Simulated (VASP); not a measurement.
# Hf2C (P6/mmm) in VASP: a series of runs

Runs on Hf2C. Level: PBE. Tasks: single point, relaxation of cell and atoms.

All numbers are computed with VASP 6.6.1; they aren't measurements. Logs are shortened: lines on timing, memory, paths and dates and some standing lists are left out, and cuts for length are marked.

### 1 The cell of the first run

The structure is hexagonal, space group P6/mmm (No. 191). Conventional cell: a = 4.621 Å, b = 4.621 Å, c = 2.776 Å, α = 90.00°, β = 90.00°, γ = 120.00°. Hf (site symmetry -6m2) has 5 Hf at 2.67 to 2.78 Å and 6 C at 3.01 Å within 3.5 Å. C (site symmetry 6/mmm) has 2 C at 2.78 Å and 12 Hf at 3.01 Å within 3.7 Å.

### 2 Single point, PBE

The input, INCAR:

```
PREC     = Accurate       # precision mode
ENCUT    = 520            # plane-wave cutoff, eV
EDIFF    = 1E-6           # SCF threshold, eV
ISMEAR   = 0              # smearing method
SIGMA    = 0.1            # smearing width, eV
LREAL    = F              # projectors in reciprocal space
LASPH    = T              # aspherical terms in the spheres
NELM     = 60             # most SCF steps
ALGO     = Normal         # electronic algorithm
ISIF     = 2              # what is computed and relaxed
LWAVE    = F              # write WAVECAR
LCHARG   = F              # write CHGCAR
GGA      = PE             # functional
NBANDS   = 19             # bands
```

The input, KPOINTS:

```
regular mesh
0
Gamma
  6 6 4
```

The input, POSCAR:

```
Hf2C
1.0
    4.6212388180      0.0000000000      0.0000000000
   -2.3106194091      4.0021102134      0.0000000000
    0.0000000000      0.0000000000      2.7762633377
Hf C
2 1
Direct
    0.3333333333      0.6666666667      0.5000000000
    0.6666666667      0.3333333333      0.5000000000
    0.0000000000      0.0000000000      0.0000000000
```

Potentials or basis: VASP PAW PBE potentials, release 64 (Hf_pv, C).

On the command line:

```bash
$ cat potpaw_PBE.64/Hf_pv/POTCAR potpaw_PBE.64/C/POTCAR > POTCAR
$ mpirun -np 1 vasp_std > vasp.out
```

OUTCAR:

```text
PREC = Accurate
   ENCUT = 520
   EDIFF = 1E-6
   ISMEAR = 0
   LREAL = F
   LASPH = T
   NELM = 60
   ISIF = 2
   GGA = PE

 ion  position               nearest neighbor table
   1  0.333  0.667  0.500-   2 2.67   2 2.67   2 2.67   2 3.85   2 3.85   2 3.85   2 3.85   2 3.85
                             2 3.85
   2  0.667  0.333  0.500-   1 2.67   1 2.67   1 2.67   1 3.85   1 3.85   1 3.85   1 3.85   1 3.85
                             1 3.85
   3  0.000  0.000  0.000-

  LATTYP: Found a hexagonal cell.
 ALAT       =     4.6212388180
 C/A-ratio  =     0.6007617107

  Lattice vectors:

 A1 = (   4.6212388180,   0.0000000000,   0.0000000000)
 A2 = (  -2.3106194091,   4.0021102134,   0.0000000000)
 A3 = (   0.0000000000,   0.0000000000,   2.7762633377)

Analysis of symmetry for initial positions (statically):
=====================================================================
 Subroutine PRICEL returns:
 Original cell was already a primitive cell.

 Routine SETGRP: Setting up the symmetry group for a
 hexagonal supercell.

 Subroutine GETGRP returns: Found 24 space group operations
 (whereof 24 operations were pure point group operations)
 out of a pool of 24 trial point group operations.

The static configuration has the point symmetry D_6h.

Analysis of symmetry for dynamics (positions and initial velocities):
=====================================================================
 Subroutine PRICEL returns:
 Original cell was already a primitive cell.

 Routine SETGRP: Setting up the symmetry group for a
 hexagonal supercell.

 Subroutine GETGRP returns: Found 24 space group operations
 (whereof 24 operations were pure point group operations)
 out of a pool of 24 trial point group operations.

The dynamic configuration has the point symmetry D_6h.

 Subroutine INISYM returns: Found 24 space group operations
 (whereof 24 operations are pure point group operations),
 and found     1 'primitive' translations

----------------------------------------------------------------------------------------

                                     Primitive cell

  volume of cell :      51.3462

  direct lattice vectors                    reciprocal lattice vectors
     4.621238818  0.000000000  0.000000000     0.216392193  0.124934091  0.000000000
    -2.310619409  4.002110213  0.000000000     0.000000000  0.249868181  0.000000000
     0.000000000  0.000000000  2.776263338     0.000000000  0.000000000  0.360196378

  length of vectors
     4.621238818  4.621238818  2.776263338     0.249868181  0.249868181  0.360196378

  position of ions in fractional coordinates (direct lattice)
     0.333333333  0.666666667  0.500000000
     0.666666667  0.333333333  0.500000000
     0.000000000  0.000000000  0.000000000

  ion indices of the primitive-cell ions
   primitive index   ion index
                 1           1
                 2           2
                 3           3

----------------------------------------------------------------------------------------

 KPOINTS: regular mesh

Automatic generation of k-mesh.
 Grid dimensions read from file:
 generate k-points for:    6    6    4

 Generating k-lattice:

  Cartesian coordinates                     Fractional coordinates (reciprocal lattice)
     0.036065365  0.020822348  0.000000000     0.166666667 -0.000000000  0.000000000
     0.000000000  0.041644697  0.000000000     0.000000000  0.166666667  0.000000000
     0.000000000  0.000000000  0.090049095     0.000000000  0.000000000  0.250000000

  Length of vectors
     0.041644697  0.041644697  0.090049095

  Shift w.r.t. Gamma in fractional coordinates (k-lattice)
     0.000000000  0.000000000  0.000000000

 Subroutine IBZKPT returns following result:
 ===========================================

 Found     21 irreducible k-points:

 Following reciprocal coordinates:
            Coordinates               Weight
  0.000000  0.000000  0.000000      1.000000
  0.166667  0.000000  0.000000      6.000000
  0.333333 -0.000000  0.000000      6.000000
  0.500000 -0.000000  0.000000      3.000000
  0.166667  0.166667  0.000000      6.000000
  0.333333  0.166667  0.000000     12.000000
[... 13 lines left out ...]
  0.333333  0.166667  0.500000     12.000000
  0.333333  0.333333  0.500000      2.000000
   k-points           NKPTS =     21   k-points in BZ     NKDIM =     21   number of bands    NBANDS=     19
   number of dos      NEDOS =    301   number of ions     NIONS =      3
   total plane-waves  NPLWV =  31104
   dimension x,y,z NGX =    36 NGY =   36 NGZ =   24
   dimension x,y,z NGXF=    72 NGYF=   72 NGZF=   48
   ions per type =               2   1
   NGX,Y,Z   is equivalent  to a cutoff of  12.95, 12.95, 14.37 a.u.
   NGXF,Y,Z  is equivalent  to a cutoff of  25.90, 25.90, 28.74 a.u.
 SYSTEM =  unknown system
   PREC   = accura    normal or accurate (medium, high low for compatibility)
   ISTART =      0    job   : 0-new  1-cont  2-samecut
   ICHARG =      2    charge: 1-file 2-atom 10-const
   ISPIN  =      1    spin polarized calculation?
   LNONCOLLINEAR =      F non collinear calculations
   LSORBIT =      F    spin-orbit coupling
   LASPH  =      T    aspherical Exc in radial PAW
   ENCUT  =  520.0 eV  38.22 Ry    6.18 a.u.   8.59  8.59  5.16*2*pi/ulx,y,z
   NELM   =     60;   NELMIN=  2; NELMDL= -5     # of ELM steps
   EDIFF  = 0.1E-05   stopping-criterion for ELM
   LREAL  =      F    real-space projection
   EDIFFG = 0.1E-04   stopping-criterion for IOM
   NSW    =      0    number of steps for IOM
   IBRION =     -1    ionic relax: 0-MD 1-quasi-New 2-CG
   NFREE  =      0    steps in history (QN), initial steepest desc. (CG)
   ISIF   =      2    stress and relaxation
   ISYM   =      2    0-nonsym 1-usesym 2-fastsym
   POTIM  = 0.5000    time-step for ionic-motion
   TEBEG  =    0.0;   TEEND  =   0.0 temperature during run
   PSTRESS=    0.0 pullay stress
   NELECT =      24.0000    total number of electrons
   NUPDOWN=      -1.0000    fix difference up-down
   EMIN   =  10.00;   EMAX   =-10.00  energy-range for DOS
   EFERMI =   0.00;   METHOD = LEGACY
   ISMEAR =     0;   SIGMA  =   0.10  broadening in eV -4-tet -1-fermi 0-gaus
   EFERMI_NEDOS =   21; number of points for ismear=-14 and -15
   IALGO  =     38    algorithm
   IMIX   =      4    mixing-type and parameters
     AMIX     =   0.40;   BMIX     =  1.00
     AMIX_MAG =   1.60;   BMIX_MAG =  1.00
  volume/ion in A,a.u.               =      17.12       115.50
  Fermi-wavevector in a.u.,A,eV,Ry     =   1.270504  2.400904 21.962241  1.614179
  Thomas-Fermi vector in A             =   2.403487
   LORBIT       =      0    0 simple, 1 ext, 2 COOP (PROOUT), +10 PAW based schemes
   GGA     = PE    functional components
   LHFCALC =     F    Hartree Fock is set to
   AEXX    =    0.0000 exact exchange contribution
   IVDW    =     0    specifies the selected vdW correction
   LEPSILON=     F    determine dielectric tensor
   LRPA    =     F    only Hartree local field effects (RPA)
 non-spin polarized calculation
 Gauss-broadening in eV      SIGMA  =   0.10
  energy-cutoff  :      520.00
  volume of cell :       51.35
 maximum number of plane-waves:      1412
 NGX is ok and might be reduce to    36
   NGX = 17   NGY = 17   NGZ = 11

 number of electron      24.0000004 magnetization

 Free energy of the ion-electron system (eV)
  ---------------------------------------------------
  ext. energy  EPLUGINS =         0.00000000
  ---------------------------------------------------
  free energy    TOTEN  =       -22.93369087 eV

  energy without entropy =      -22.91375598  energy(sigma->0) =      -22.92372343

 E-fermi :   4.9662     XC(G=0): -11.4868

 val. band max:        4.9427203383   @ k =   0.1667   0.0000   0.2500
 cond. band min:       5.0148292699   @ k =   0.1667   0.0000   0.0000
 fundamental gap:      0.0721089317
 Fermi energy:         4.9661719565

 k-point     1 :       0.0000    0.0000    0.0000
  band No.  band energies     occupation
      1     -26.2384      2.00000
      2     -26.2384      2.00000
      3     -24.9894      2.00000
      4     -24.9894      2.00000
      5     -24.9787      2.00000
      6     -24.6953      2.00000
[... 11 lines left out ...]
     18      10.0399      0.00000
     19      10.0399      0.00000

 k-point     2 :       0.1667    0.0000    0.0000
  band No.  band energies     occupation
      1     -26.2673      2.00000
      2     -26.1820      2.00000
      3     -25.0534      2.00000
      4     -24.9622      2.00000
      5     -24.9549      2.00000
      6     -24.7123      2.00000
[... 11 lines left out ...]
     18       9.6842      0.00000
     19       9.9679      0.00000

 k-point     3 :       0.3333   -0.0000    0.0000
  band No.  band energies     occupation
      1     -26.3210      2.00000
      2     -26.0457      2.00000
      3     -25.2045      2.00000
      4     -24.9196      2.00000
      5     -24.8901      2.00000
      6     -24.7560      2.00000
[... 11 lines left out ...]
     18       9.4338      0.00000
     19       9.4350      0.00000

 k-point     4 :       0.5000   -0.0000    0.0000
  band No.  band energies     occupation
      1     -26.3461      2.00000
      2     -25.9559      2.00000
      3     -25.3016      2.00000
      4     -24.8852      2.00000
      5     -24.8594      2.00000
      6     -24.7908      2.00000
[... 11 lines left out ...]
     18       9.1086      0.00000
     19      10.0418      0.00000

 k-point     5 :       0.1667    0.1667    0.0000
  band No.  band energies     occupation
      1     -26.3193      2.00000
      2     -26.0663      2.00000
      3     -25.1801      2.00000
      4     -24.9321      2.00000
      5     -24.8947      2.00000
      6     -24.7432      2.00000
[... 11 lines left out ...]
     18       9.0192      0.00000
     19      10.6737      0.00000

 k-point     6 :       0.3333    0.1667    0.0000
  band No.  band energies     occupation
      1     -26.3718      2.00000
      2     -25.8909      2.00000
      3     -25.3661      2.00000
      4     -24.8852      2.00000
      5     -24.8340      2.00000
      6     -24.7908      2.00000
[... 11 lines left out ...]
     18       9.6571      0.00000
     19      10.7376      0.00000

 k-point     7 :       0.3333    0.3333    0.0000
  band No.  band energies     occupation
      1     -26.4054      2.00000
      2     -25.6303      2.00000
      3     -25.6303      2.00000
      4     -24.8382      2.00000
      5     -24.8382      2.00000
      6     -24.7975      2.00000
[... 11 lines left out ...]
     18       9.9322      0.00000
     19      10.3508      0.00000

 k-point     8 :       0.0000    0.0000    0.2500
  band No.  band energies     occupation
      1     -26.1457      2.00000
      2     -26.1457      2.00000
      3     -25.7210      2.00000
      4     -25.3612      2.00000
      5     -24.9192      2.00000
      6     -24.9192      2.00000
[... 190 lines left out ...]
 k-point    17 :       0.3333   -0.0000    0.5000
  band No.  band energies     occupation
      1     -26.3054      2.00000
      2     -26.1268      2.00000
      3     -26.0629      2.00000
      4     -25.8599      2.00000
      5     -25.0556      2.00000
      6     -24.7571      2.00000
[... 11 lines left out ...]
     18       9.5373      0.00000
     19      11.0959      0.00000

 k-point    18 :       0.5000   -0.0000    0.5000
  band No.  band energies     occupation
      1     -26.2544      2.00000
      2     -26.1499      2.00000
      3     -26.1147      2.00000
      4     -25.7697      2.00000
      5     -25.1511      2.00000
      6     -24.7289      2.00000
[... 11 lines left out ...]
     18      10.6582      0.00000
     19      11.7914      0.00000

 k-point    19 :       0.1667    0.1667    0.5000
  band No.  band energies     occupation
      1     -26.3240      2.00000
      2     -26.1248      2.00000
      3     -26.0439      2.00000
      4     -25.8823      2.00000
      5     -25.0308      2.00000
      6     -24.7613      2.00000
[... 11 lines left out ...]
     18       9.1214      0.00000
     19      10.5925      0.00000

 k-point    20 :       0.3333    0.1667    0.5000
  band No.  band energies     occupation
      1     -26.2545      2.00000
      2     -26.1726      2.00000
      3     -26.1146      2.00000
      4     -25.7111      2.00000
      5     -25.2106      2.00000
      6     -24.7053      2.00000
[... 11 lines left out ...]
     18       9.3764      0.00000
     19      10.4313      0.00000

 k-point    21 :       0.3333    0.3333    0.5000
  band No.  band energies     occupation
      1     -26.2029      2.00000
      2     -26.1847      2.00000
      3     -26.1847      2.00000
      4     -25.4627      2.00000
      5     -25.4627      2.00000
      6     -24.6714      2.00000
[... 11 lines left out ...]
     18       9.0737      0.00000
     19       9.0737      0.00000

------------------------ aborting loop because EDIFF is reached ----------------------------------------

  FORCE on cell =-STRESS in cart. coord.  units (eV):
  Direction    XX          YY          ZZ          XY          YZ          ZX
  --------------------------------------------------------------------------------------
  -------------------------------------------------------------------------------------
  Total       -0.2319640     -0.2319640     -0.1714562      0.0000000     -0.0000000     -0.0000000
  in kB       -7.2380754     -7.2380754     -5.3500243      0.0000000     -0.0000000     -0.0000000
  external PRESSURE =      -6.6087250 kB  Pullay stress =       0.0000000 kB

 VOLUME and BASIS-vectors are now :
 -----------------------------------------------------------------------------
  energy-cutoff  :      520.00
  volume of cell :       51.35
      direct lattice vectors                 reciprocal lattice vectors
     4.621238818  0.000000000  0.000000000     0.216392193  0.124934091  0.000000000
    -2.310619409  4.002110213  0.000000000     0.000000000  0.249868181  0.000000000
     0.000000000  0.000000000  2.776263338     0.000000000  0.000000000  0.360196378

 POSITION                                       TOTAL-FORCE (eV/Angst)
 -----------------------------------------------------------------------------------
     -0.00000      2.66807      1.38813        -0.000000      0.000000      0.000000
      2.31062      1.33404      1.38813         0.000000     -0.000000     -0.000000
      0.00000      0.00000      0.00000         0.000000      0.000000     -0.000000
 -----------------------------------------------------------------------------------
    total drift:                                0.000000      0.000000     -0.000000

  FREE ENERGIE OF THE ION-ELECTRON SYSTEM (eV)
  ---------------------------------------------------
  free  energy   TOTEN  =       -22.9336908749 eV

  energy  without entropy=      -22.9137559761  energy(sigma->0) =      -22.92372343
```

Run time: 20 s. Hardware: 1 thread of Intel Xeon 8259CL, shared host; peak memory 0.18 GiB.

What came out:

```
Free energy            : -22.9337 eV
Pressure               : -0.7 GPa
Band gap on the k mesh : zero (bands 12 and 13 overlap by 0.80 eV)
```

Stress tensor (GPa, compression positive):
```
-0.72  0.00  0.00
 0.00 -0.72  0.00
 0.00  0.00 -0.54
```

Caveat: the k points lie up to 0.57 Å⁻¹ apart, too coarse for converged energies and pressures of a metal; spin-orbit coupling is left out, which moves the levels of the heavy elements.

### 3 Relaxation of cell and atoms, PBE

This run uses another cell than the first one, of 14.60 Å³/atom.

The input, INCAR:

```
PREC     = Accurate       # precision mode
ENCUT    = 600            # plane-wave cutoff, eV
EDIFF    = 1E-7           # SCF threshold, eV
ISMEAR   = 0              # smearing method
SIGMA    = 0.1            # smearing width, eV
LREAL    = False          # projectors in reciprocal space
LASPH    = True           # aspherical terms in the spheres
NELM     = 80             # most SCF steps
ALGO     = Normal         # electronic algorithm
ISIF     = 3              # what is computed and relaxed
LWAVE    = False          # write WAVECAR
LCHARG   = False          # write CHGCAR
GGA      = PE             # functional
IBRION   = 2              # ionic algorithm
NSW      = 90             # ionic steps
EDIFFG   = -0.04          # ionic threshold
```

The input, KPOINTS:

```
Automatic mesh
0
Gamma
  6 6 4
```

The input, POSCAR:

```
Hf2C
1.0
    3.6043980271      0.0000000000      0.0000000000
   -1.8021990136      3.1215002569      0.0000000000
    0.0000000000      0.0000000000      3.8917918898
Hf C
2 1
Direct
    0.3333333333      0.6666666667      0.5000000000
    0.6666666667      0.3333333333      0.5000000000
    0.0000000000      0.0000000000      0.0000000000
```

Potentials or basis: VASP PAW PBE potentials, release 64 (Hf_pv, C).

On the command line:

```bash
$ cat potpaw_PBE.64/Hf_pv/POTCAR potpaw_PBE.64/C/POTCAR > POTCAR
$ mpirun -np 1 vasp_std > vasp.out
```

Run time: 4.7 min. Hardware: 1 thread of Intel Xeon 8259CL, shared host; peak memory 0.19 GiB.

It converged, with:

* Free energy: -22.9172 eV
* Relaxed volume: 16.88 Å³/atom
* Relaxed cell: a = 4.594 Å, b = 4.594 Å, c = 2.770 Å, α = 90.00°, β = 90.00°, γ = 120.00°
* Space group after relaxing (to 0.1 Å): P6/mmm (No. 191)
* Energy gained by relaxing: 2771.2 meV/atom
* Ionic steps: 12
* Pressure after relaxing: 0.0 GPa
* Band gap on the k mesh: zero (bands 12 and 13 overlap by 0.79 eV)

Step by step:
```csv
step,energy change (eV),largest force (eV/Å),pressure (GPa),volume (Å³)
1,0.0000,0.0000,62.13,43.79
2,-5.9800,0.0000,-18.61,80.14
3,-6.7837,0.0000,-10.15,64.42
4,-6.8106,0.0000,-11.06,65.48
5,-8.1915,0.0000,-5.72,54.80
6,-8.2954,0.0000,-2.86,52.64
7,-8.3015,0.0000,-1.19,51.74
8,-8.3026,0.0000,-1.72,52.01
9,-8.3132,0.0000,-0.33,50.80
10,-8.3132,0.0000,-0.40,50.86
11,-8.3136,0.0000,0.20,50.52
12,-8.3137,0.0000,0.00,50.63
```

Final structure:
```xyz
3
Lattice="4.5940 0.0000 0.0000 -2.2970 3.9785 0.0000 0.0000 0.0000 2.7702" Properties=species:S:1:pos:R:3 pbc="T T T"
Hf    0.0000    2.6524    1.3851
Hf    2.2970    1.3262    1.3851
C     0.0000    0.0000    0.0000
```

Levels at points of the mesh, in eV from the Fermi level:
| k point | band 9 | band 10 | band 11 | band 12 | band 13 | band 14 | band 15 | band 16 |
| --- | --- | --- | --- | --- | --- | --- | --- | --- |
| (0.00, 0.00, 0.00) | -3.23 | -3.23 | -0.95 | -0.79 | 0.87 | 0.87 | 2.38 | 3.80 |
| (0.50, 0.00, 0.00) | -2.89 | -2.81 | -1.22 | -0.75 | -0.02 | 1.82 | 2.62 | 4.24 |
| (0.00, 0.00, 0.50) | -2.37 | -2.37 | -1.71 | -1.71 | 1.58 | 1.58 | 1.97 | 2.48 |
| (0.50, 0.00, 0.50) | -3.56 | -2.42 | -0.75 | -0.43 | 0.11 | 0.32 | 2.18 | 2.83 |

Caveat: the k points lie up to 0.57 Å⁻¹ apart in the final cell, too coarse for converged energies and pressures of a metal; the volume moved by over 15 % at a fixed basis, so the end points are rough; spin-orbit coupling is left out, which moves the levels of the heavy elements.
